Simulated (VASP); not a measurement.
# SiC (P1) in VASP: further runs

SiC is run at these levels: PBE; tasks: single point.

Everything below comes from runs of VASP 6.6.1. Logs are shortened: lines on timing, memory, paths and dates and some standing lists are left out, and cuts for length are marked.

## (1) The cell of the first run

The typed cell holds 4 atoms: a = 3.076 Å, b = 3.076 Å, c = 5.048 Å, α = 90.00°, β = 90.00°, γ = 120.00°.

## (2) Single point, PBE (atom 3 (C) moved -0.100 Å along Cartesian [1 0 0])

The input, INCAR:

```
SYSTEM = SiC
PREC = Accurate
ENCUT = 520
EDIFF = 1E-7
ISMEAR = 0
SIGMA = 0.05
LREAL = .False.
LASPH = .True.
NELM = 60
ALGO = Normal
ISIF = 2
LWAVE = .False.
LCHARG = .False.
GGA = PE
NBANDS = 16
```

The input, KPOINTS:

```
regular mesh
0
Gamma
  12 12 6
  0 0 0
```

The input, POSCAR:

```
SiC
1.0
    3.0759982064      0.0000000000      0.0000000000
   -1.5379991032      2.6638925888      0.0000000000
    0.0000000000      0.0000000000      5.0480000000
Si C
2 2
Direct
    0.3333333333      0.6666666667      0.0000000000
    0.6666666667      0.3333333333      0.5000000000
    0.3008235615      0.6666666667      0.3850000000
    0.6666666667      0.3333333333      0.8850000000
```

Potentials or basis: VASP PAW PBE potentials, release 64 (Si, C).

Run with:

```console
$ cat potpaw_PBE.64/Si/POTCAR potpaw_PBE.64/C/POTCAR > POTCAR
$ mpirun -np 1 vasp_std > vasp.out
```

OUTCAR:

```text
SYSTEM = SiC
   PREC = Accurate
   ENCUT = 520
   EDIFF = 1E-7
   ISMEAR = 0
   LREAL = .False.
   LASPH = .True.
   NELM = 60
   ISIF = 2
   GGA = PE

 ion  position               nearest neighbor table
   1  0.333  0.667  0.000-   4 1.87   4 1.87   4 1.87   3 1.95   2 3.09   2 3.09   2 3.09   2 3.09
                             2 3.09   2 3.09
   2  0.667  0.333  0.500-   3 1.79   3 1.87   4 1.94   3 1.95   1 3.09   1 3.09   1 3.09   1 3.09
                             1 3.09   1 3.09
   3  0.301  0.667  0.385-   2 1.79   2 1.87   1 1.95   2 1.95
   4  0.667  0.333  0.885-   1 1.87   1 1.87   1 1.87   2 1.94

  LATTYP: Found a hexagonal cell.
 ALAT       =     3.0759982064
 C/A-ratio  =     1.6410932846

  Lattice vectors:

 A1 = (   3.0759982064,   0.0000000000,   0.0000000000)
 A2 = (  -1.5379991032,   2.6638925888,   0.0000000000)
 A3 = (   0.0000000000,   0.0000000000,   5.0480000000)

Analysis of symmetry for initial positions (statically):
=====================================================================
 Subroutine PRICEL returns:
 Original cell was already a primitive cell.

 Routine SETGRP: Setting up the symmetry group for a
 hexagonal supercell.

 Subroutine GETGRP returns: Found  1 space group operations
 (whereof  1 operations were pure point group operations)
 out of a pool of 24 trial point group operations.

The static configuration has the point symmetry C_1 .

Analysis of symmetry for dynamics (positions and initial velocities):
=====================================================================
 Subroutine PRICEL returns:
 Original cell was already a primitive cell.

 Routine SETGRP: Setting up the symmetry group for a
 hexagonal supercell.

 Subroutine GETGRP returns: Found  1 space group operations
 (whereof  1 operations were pure point group operations)
 out of a pool of 24 trial point group operations.

The dynamic configuration has the point symmetry C_1 .

 Subroutine INISYM returns: Found  1 space group operations
 (whereof  1 operations are pure point group operations),
 and found     1 'primitive' translations

----------------------------------------------------------------------------------------

                                     Primitive cell

  volume of cell :      41.3640

  direct lattice vectors                    reciprocal lattice vectors
     3.075998206  0.000000000  0.000000000     0.325097719  0.187695255  0.000000000
    -1.537999103  2.663892589  0.000000000     0.000000000  0.375390511  0.000000000
     0.000000000  0.000000000  5.048000000     0.000000000  0.000000000  0.198098257

  length of vectors
     3.075998206  3.075998206  5.048000000     0.375390511  0.375390511  0.198098257

  position of ions in fractional coordinates (direct lattice)
     0.333333333  0.666666667  0.000000000
     0.666666667  0.333333333  0.500000000
     0.300823562  0.666666667  0.385000000
     0.666666667  0.333333333  0.885000000

  ion indices of the primitive-cell ions
   primitive index   ion index
                 1           1
                 2           2
                 3           3
                 4           4

----------------------------------------------------------------------------------------

 KPOINTS: regular mesh

Automatic generation of k-mesh.
 Grid dimensions read from file:
 generate k-points for:   12   12    6

 Generating k-lattice:

  Cartesian coordinates                     Fractional coordinates (reciprocal lattice)
     0.027091477  0.015641271  0.000000000     0.083333333 -0.000000000  0.000000000
     0.000000000  0.031282543  0.000000000     0.000000000  0.083333333  0.000000000
     0.000000000  0.000000000  0.033016376     0.000000000  0.000000000  0.166666667

  Length of vectors
     0.031282543  0.031282543  0.033016376

  Shift w.r.t. Gamma in fractional coordinates (k-lattice)
     0.000000000  0.000000000  0.000000000

 Subroutine IBZKPT returns following result:
 ===========================================

 Found    436 irreducible k-points:

 Following reciprocal coordinates:
            Coordinates               Weight
  0.000000  0.000000  0.000000      1.000000
  0.083333 -0.000000  0.000000      2.000000
  0.000000  0.083333  0.000000      2.000000
 -0.083333  0.083333  0.000000      2.000000
  0.166667 -0.000000  0.000000      2.000000
  0.000000  0.166667  0.000000      2.000000
[... 16 lines left out ...]
  0.166667  0.083333  0.000000      2.000000
 -0.083333  0.250000  0.000000      2.000000
 [... further k-points ...]
   k-points           NKPTS =    436   k-points in BZ     NKDIM =    436   number of bands    NBANDS=     16
   number of dos      NEDOS =    301   number of ions     NIONS =      4
   total plane-waves  NPLWV =  23040
   dimension x,y,z NGX =    24 NGY =   24 NGZ =   40
   dimension x,y,z NGXF=    48 NGYF=   48 NGZF=   80
   ions per type =               2   2
   NGX,Y,Z   is equivalent  to a cutoff of  12.97, 12.97, 13.17 a.u.
   NGXF,Y,Z  is equivalent  to a cutoff of  25.94, 25.94, 26.35 a.u.
 SYSTEM =  SiC
   PREC   = accura    normal or accurate (medium, high low for compatibility)
   ISTART =      0    job   : 0-new  1-cont  2-samecut
   ICHARG =      2    charge: 1-file 2-atom 10-const
   ISPIN  =      1    spin polarized calculation?
   LNONCOLLINEAR =      F non collinear calculations
   LSORBIT =      F    spin-orbit coupling
   LASPH  =      T    aspherical Exc in radial PAW
   ENCUT  =  520.0 eV  38.22 Ry    6.18 a.u.   5.72  5.72  9.39*2*pi/ulx,y,z
   NELM   =     60;   NELMIN=  2; NELMDL= -5     # of ELM steps
   EDIFF  = 0.1E-06   stopping-criterion for ELM
   LREAL  =      F    real-space projection
   EDIFFG = 0.1E-05   stopping-criterion for IOM
   NSW    =      0    number of steps for IOM
   IBRION =     -1    ionic relax: 0-MD 1-quasi-New 2-CG
   NFREE  =      0    steps in history (QN), initial steepest desc. (CG)
   ISIF   =      2    stress and relaxation
   ISYM   =      2    0-nonsym 1-usesym 2-fastsym
   POTIM  = 0.5000    time-step for ionic-motion
   TEBEG  =    0.0;   TEEND  =   0.0 temperature during run
   PSTRESS=    0.0 pullay stress
   NELECT =      16.0000    total number of electrons
   NUPDOWN=      -1.0000    fix difference up-down
   EMIN   =  10.00;   EMAX   =-10.00  energy-range for DOS
   EFERMI =   0.00;   METHOD = LEGACY
   ISMEAR =     0;   SIGMA  =   0.05  broadening in eV -4-tet -1-fermi 0-gaus
   EFERMI_NEDOS =   21; number of points for ismear=-14 and -15
   IALGO  =     38    algorithm
   IMIX   =      4    mixing-type and parameters
     AMIX     =   0.40;   BMIX     =  1.00
     AMIX_MAG =   1.60;   BMIX_MAG =  1.00
  volume/ion in A,a.u.               =      10.34        69.78
  Fermi-wavevector in a.u.,A,eV,Ry     =   1.192818  2.254099 19.358564  1.422814
  Thomas-Fermi vector in A             =   2.328847
   LORBIT       =      0    0 simple, 1 ext, 2 COOP (PROOUT), +10 PAW based schemes
   GGA     = PE    functional components
   LHFCALC =     F    Hartree Fock is set to
   AEXX    =    0.0000 exact exchange contribution
   IVDW    =     0    specifies the selected vdW correction
   LEPSILON=     F    determine dielectric tensor
   LRPA    =     F    only Hartree local field effects (RPA)
 non-spin polarized calculation
 Gauss-broadening in eV      SIGMA  =   0.05
  energy-cutoff  :      520.00
  volume of cell :       41.36
 maximum number of plane-waves:      1132
   NGX = 11   NGY = 11   NGZ = 19

 number of electron      16.0000001 magnetization

 Free energy of the ion-electron system (eV)
  ---------------------------------------------------
  ext. energy  EPLUGINS =         0.00000000
  ---------------------------------------------------
  free energy    TOTEN  =       -29.96019663 eV

  energy without entropy =      -29.96019663  energy(sigma->0) =      -29.96019663

 E-fermi :   8.6994     XC(G=0): -11.3487

 val. band max:        8.4752311864   @ k =   0.0000   0.0000   0.0000
 cond. band min:      10.7194920785   @ k =   0.3333   0.3333   0.0000
 fundamental gap:      2.2442608922
 Fermi energy:         8.6994096116

 k-point     1 :       0.0000    0.0000    0.0000
  band No.  band energies     occupation
      1      -7.3194      2.00000
      2      -3.8208      2.00000
      3      -0.2844      2.00000
      4       6.5930      2.00000
      5       7.0566      2.00000
      6       8.0095      2.00000
[... 8 lines left out ...]
     15      17.4817      0.00000
     16      19.3179      0.00000

 k-point     2 :       0.0833   -0.0000    0.0000
  band No.  band energies     occupation
      1      -7.1982      2.00000
      2      -3.7173      2.00000
      3      -0.1715      2.00000
      4       5.9756      2.00000
      5       6.8110      2.00000
      6       7.5683      2.00000
[... 8 lines left out ...]
     15      17.3108      0.00000
     16      18.6737      0.00000

 k-point     3 :       0.0000    0.0833    0.0000
  band No.  band energies     occupation
      1      -7.1988      2.00000
      2      -3.7172      2.00000
      3      -0.1722      2.00000
      4       6.0698      2.00000
      5       6.7019      2.00000
      6       7.6649      2.00000
[... 8 lines left out ...]
     15      17.5897      0.00000
     16      18.6738      0.00000

 k-point     4 :      -0.0833    0.0833    0.0000
  band No.  band energies     occupation
      1      -7.1993      2.00000
      2      -3.7172      2.00000
      3      -0.1730      2.00000
      4       6.2589      2.00000
      5       6.4992      2.00000
      6       7.7643      2.00000
[... 8 lines left out ...]
     15      17.7127      0.00000
     16      18.5655      0.00000

 k-point     5 :       0.1667   -0.0000    0.0000
  band No.  band energies     occupation
      1      -6.8376      2.00000
      2      -3.4155      2.00000
      3       0.1583      2.00000
      4       4.5622      2.00000
      5       6.2746      2.00000
      6       6.4917      2.00000
[... 8 lines left out ...]
     15      17.7513      0.00000
     16      18.0989      0.00000

 k-point     6 :       0.0000    0.1667    0.0000
  band No.  band energies     occupation
      1      -6.8401      2.00000
      2      -3.4149      2.00000
      3       0.1552      2.00000
      4       4.6606      2.00000
      5       6.1317      2.00000
      6       6.6275      2.00000
[... 8 lines left out ...]
     15      17.6181      0.00000
     16      18.2862      0.00000
[... 267 lines left out ...]
 k-point    21 :      -0.0833    0.1667    0.0000
  band No.  band energies     occupation
      1      -6.9609      2.00000
      2      -3.5139      2.00000
      3       0.0457      2.00000
      4       5.3635      2.00000
      5       5.9130      2.00000
      6       7.1812      2.00000
[... 8 lines left out ...]
     15      17.9815      0.00000
     16      18.2919      0.00000

 k-point    22 :      -0.1667    0.0833    0.0000
  band No.  band energies     occupation
      1      -6.9591      2.00000
      2      -3.5142      2.00000
      3       0.0479      2.00000
      4       5.1877      2.00000
      5       6.0810      2.00000
      6       7.0821      2.00000
[... 8 lines left out ...]
     15      17.9673      0.00000
     16      18.2629      0.00000

 k-point    23 :       0.1667    0.0833    0.0000
  band No.  band energies     occupation
      1      -6.4812      2.00000
      2      -3.1297      2.00000
      3       0.4699      2.00000
      4       3.6679      2.00000
      5       5.3306      2.00000
      6       6.0429      2.00000
[... 8 lines left out ...]
     15      17.8247      0.00000
     16      18.7884      0.00000

 k-point    24 :      -0.0833    0.2500    0.0000
  band No.  band energies     occupation
      1      -6.4896      2.00000
      2      -3.1272      2.00000
      3       0.4614      2.00000
      4       3.8764      2.00000
      5       5.1585      2.00000
      6       6.1818      2.00000
[... 8 lines left out ...]
     15      18.0851      0.00000
     16      18.9739      0.00000

 [... further k-points ...]

------------------------ aborting loop because EDIFF is reached ----------------------------------------

  FORCE on cell =-STRESS in cart. coord.  units (eV):
  Direction    XX          YY          ZZ          XY          YZ          ZX
  --------------------------------------------------------------------------------------
  -------------------------------------------------------------------------------------
  Total        1.6992353      1.5112526      0.1551038      1.1329198     -0.1552497     -0.5841999
  in kB       65.8175903     58.5363318      6.0077351     43.8821199     -6.0133894    -22.6281956
  external PRESSURE =      43.4538857 kB  Pullay stress =       0.0000000 kB

 VOLUME and BASIS-vectors are now :
 -----------------------------------------------------------------------------
  energy-cutoff  :      520.00
  volume of cell :       41.36
      direct lattice vectors                 reciprocal lattice vectors
     3.075998206  0.000000000  0.000000000     0.325097719  0.187695255  0.000000000
    -1.537999103  2.663892589  0.000000000     0.000000000  0.375390511  0.000000000
     0.000000000  0.000000000  5.048000000     0.000000000  0.000000000  0.198098257

 POSITION                                       TOTAL-FORCE (eV/Angst)
 -----------------------------------------------------------------------------------
     -0.00000      1.77593      0.00000        -0.220259     -0.003350      0.771115
      1.53800      0.88796      2.52400        -1.919914     -0.308059      0.933863
     -0.10000      1.77593      1.94348         2.152980      0.316598     -0.949466
      1.53800      0.88796      4.46748        -0.012808     -0.005189     -0.755512
 -----------------------------------------------------------------------------------
    total drift:                                0.000103      0.000014     -0.000234

  FREE ENERGIE OF THE ION-ELECTRON SYSTEM (eV)
  ---------------------------------------------------
  free  energy   TOTEN  =       -29.9601966290 eV

  energy  without entropy=      -29.9601966290  energy(sigma->0) =      -29.96019663
```

Run time: 7.4 min. Hardware: 1 thread of Intel Xeon 8259CL, shared host; peak memory 0.34 GiB.

Results:

* Free energy: -29.9602 eV
* Pressure: 4.3 GPa
* Largest force: 2.374 eV/Å
* Band gap on the k mesh: 2.24 eV (least direct gap 3.99 eV)

Forces on the atoms (eV/Å):
```
Si  -0.220 -0.003  0.771
Si  -1.920 -0.308  0.934
C    2.153  0.317 -0.949
C   -0.013 -0.005 -0.756
```

Levels at points of the mesh, in eV from the valence-band top:
| k point | band 6 | band 7 | band 8 | band 9 | band 10 | band 11 |
| --- | --- | --- | --- | --- | --- | --- |
| (0.00, 0.00, 0.00) | -0.47 | -0.25 | 0.00 | 4.55 | 5.94 | 6.42 |
| (0.50, 0.00, 0.00) | -3.57 | -3.50 | -1.44 | 2.55 | 4.43 | 6.84 |
| (0.00, 0.50, 0.00) | -3.60 | -3.31 | -1.55 | 2.52 | 4.10 | 6.60 |
| (0.50, 0.50, 0.00) | -3.71 | -3.10 | -1.67 | 2.49 | 3.80 | 6.49 |
| (0.00, 0.00, 0.50) | -1.04 | -1.03 | -0.64 | 5.59 | 5.64 | 6.72 |
| (0.50, 0.00, 0.50) | -2.59 | -2.37 | -2.27 | 3.02 | 3.04 | 4.81 |
| (0.00, 0.50, 0.50) | -2.76 | -2.40 | -2.28 | 3.05 | 3.10 | 4.88 |
| (0.50, 0.50, 0.50) | -2.76 | -2.48 | -2.44 | 3.13 | 3.17 | 4.83 |

Caveat: the cell differs from its parent crystal (atom 3 (C) moved -0.100 Å along Cartesian [1 0 0]); the stress differs along the axes, from 1 to 7 GPa; forces of over 1 eV/Å act on the atoms, so gaps and moduli don't describe the material at rest.

## (3) Single point, PBE (atom 3 (C) moved +0.075 Å along Cartesian [1 0 0])

The input, INCAR:

```
PREC     = Accurate       # precision mode
ENCUT    = 520            # plane-wave cutoff, eV
EDIFF    = 1E-6           # SCF threshold, eV
ISMEAR   = 0              # smearing method
SIGMA    = 0.05           # smearing width, eV
LREAL    = F              # projectors in reciprocal space
LASPH    = T              # aspherical terms in the spheres
NELM     = 80             # most SCF steps
ALGO     = Normal         # electronic algorithm
ISIF     = 2              # what is computed and relaxed
LWAVE    = F              # write WAVECAR
LCHARG   = F              # write CHGCAR
GGA      = PE             # functional
NBANDS   = 16             # bands
```

The input, KPOINTS:

```
Automatic mesh
0
Gamma
  12 12 6
```

POSCAR, as its differences from that of step 2:

```diff
@@ -10,3 +10,3 @@
     0.6666666667      0.3333333333      0.5000000000
-    0.3008235615      0.6666666667      0.3850000000
+    0.3577156622      0.6666666667      0.3850000000
     0.6666666667      0.3333333333      0.8850000000
```

Potentials or basis: VASP PAW PBE potentials, release 64 (Si, C).

Run with:

```console
$ cat potpaw_PBE.64/Si/POTCAR potpaw_PBE.64/C/POTCAR > POTCAR
$ mpirun -np 1 vasp_std > vasp.out
```

Run time: 5.4 min. Hardware: 1 thread of Intel Xeon 8259CL, shared host; peak memory 0.35 GiB.

The run converged. Its results:

```yaml
Free_energy: -30.0072 eV
Pressure: 4.0 GPa
Largest_force: 1.833 eV/Å
Band_gap_on_the_k_mesh: 2.28 eV (least direct gap 4.01 eV)
```

Forces on the atoms (eV/Å):
```
Si   0.165 -0.002  0.763
Si   1.433 -0.173  0.854
C   -1.607  0.178 -0.863
C    0.009 -0.003 -0.754
```

Stress tensor (GPa, compression positive):
```
 6.00 -3.26  1.68
-3.26  5.59 -0.34
 1.68 -0.34  0.52
```

Levels at points of the mesh, in eV from the valence-band top:
| k point | band 6 | band 7 | band 8 | band 9 | band 10 | band 11 |
| --- | --- | --- | --- | --- | --- | --- |
| (0.00, 0.00, 0.00) | -0.41 | -0.24 | 0.00 | 4.58 | 5.98 | 6.45 |
| (0.50, 0.00, 0.00) | -3.65 | -3.13 | -1.61 | 2.53 | 3.91 | 6.56 |
| (0.00, 0.50, 0.00) | -3.57 | -3.29 | -1.52 | 2.55 | 4.14 | 6.66 |
| (0.50, 0.50, 0.00) | -3.52 | -3.45 | -1.44 | 2.57 | 4.38 | 6.83 |
| (0.00, 0.00, 0.50) | -1.01 | -1.00 | -0.71 | 5.64 | 5.67 | 6.84 |
| (0.50, 0.00, 0.50) | -2.73 | -2.43 | -2.40 | 3.16 | 3.18 | 4.89 |
| (0.00, 0.50, 0.50) | -2.73 | -2.37 | -2.30 | 3.10 | 3.13 | 4.93 |
| (0.50, 0.50, 0.50) | -2.59 | -2.35 | -2.28 | 3.07 | 3.09 | 4.87 |

Caveat: the cell differs from its parent crystal (atom 3 (C) moved +0.075 Å along Cartesian [1 0 0]); the stress differs along the axes, from 1 to 6 GPa; forces of over 1 eV/Å act on the atoms, so gaps and moduli don't describe the material at rest. A k mesh can miss the band edges.

(Continued in part 2 of 2.)
